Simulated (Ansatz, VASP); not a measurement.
CuO: VASP beside Ansatz

INCAR

```
ALGO = Fast ; EDIFF = 1E-6
ENCUT = 520 ; GGA = PE
ISIF = 2 ; ISMEAR = 0
ISPIN = 2 ; LASPH = T
LCHARG = F ; LDAU = T
LDAUJ = 0 0 ; LDAUL = 2 -1
LDAUPRINT = 1 ; LDAUTYPE = 2
LDAUU = 4 0 ; LMAXMIX = 4
LORBIT = 11 ; LREAL = F
LWAVE = F ; MAGMOM = 1 -1 0 0
NBANDS = 29 ; NELM = 150
PREC = Accurate ; SIGMA = 0.05
```

File KPOINTS:

```
k-points
0
Gamma
  10 10 6
```

The input POSCAR:

```
CuO
1.0
    2.0872092025     -2.0760605335      0.1652846486
    2.0872092025      2.0760605335      0.1652846486
   -0.4124906602      0.0000000000      5.2015957502
Cu O
2 2
Direct
    0.0000000000      0.5000000000      0.0000000000
    0.5000000000      0.0000000000      0.5000000000
    0.5000352670      0.4999647330      0.2500000000
    0.4999647330      0.5000352670      0.7500000000
```

Input for Ansatz:

```yaml
crystal:
  lattice:
    - [2.0872092025, -2.0760605335, 0.1652846486]
    - [2.0872092025, 2.0760605335, 0.1652846486]
    - [-0.4124906602, 0.0, 5.2015957502]
  atoms:
    - { symbol: Cu, position: [0.0, 0.5, 0.0], spin: 1.0 }
    - { symbol: Cu, position: [0.5, 0.0, 0.5], spin: -1.0 }
    - { symbol: O, position: [0.500035267, 0.499964733, 0.25] }
    - { symbol: O, position: [0.499964733, 0.500035267, 0.75] }
basis:
  ecutwfc: 420
  ecutrho_ratio: 4
kpoints:
  mp_grid: { grid: [10, 10, 6] }
hamiltonian:
  xc: pbe
  hubbard: { sites: [{ species: Cu, l: d, u_eff: 4.0 }] }
scf:
  occupations: { method: gaussian, width: 0.05 }
  lower_state_search: "off"
output:
  forces: true
  stress: true
  eigenvalues: true
  populations: true
  hubbard: { sites: [{ species: Cu, l: d }] }
magnetization:
  spin_polarized: true
checkpoint:
  read: start.run
  write: ck
  compress: false
  write_wavefunctions: false
  write_every: 100000
```

Alike in both runs: task single point; functional PBE; k mesh 10 × 10 × 6; occupations gaussian, width 0.05 eV; collinear spin; Hubbard terms Cu d U = 4.0 eV.

|  | VASP | Ansatz |
| --- | --- | --- |
| version | VASP 6.6.1 | Ansatz 0.2.0 |
| potentials or method | VASP PAW PBE potentials, release 64 (Cu, O), cutoff 520 eV | scalar-relativistic, plane waves, PAW |
| valence electrons in the cell | 34 | 50 |

```tsv
	VASP	Ansatz	Ansatz less VASP
pressure (GPa)	-3.0	-0.4	+2.65
traceless stress, the component that is largest in VASP (GPa)	0.06	-0.17	-0.230
net moment per atom (μB)	0.00	0.00	0.000
size of the moment on the site where the two differ most (μB)	0.58	0.54	-0.038
```

Site moments also hang on the region over which each program counts them. The programs project onto different local orbitals, so the same U acts differently, and such runs can settle in different states. VASP's potentials hold 34 valence electrons a cell and Ansatz's 50, so a difference there can come from the potentials and not from the codes. Ansatz's warnings: filled band counts differ across k points.
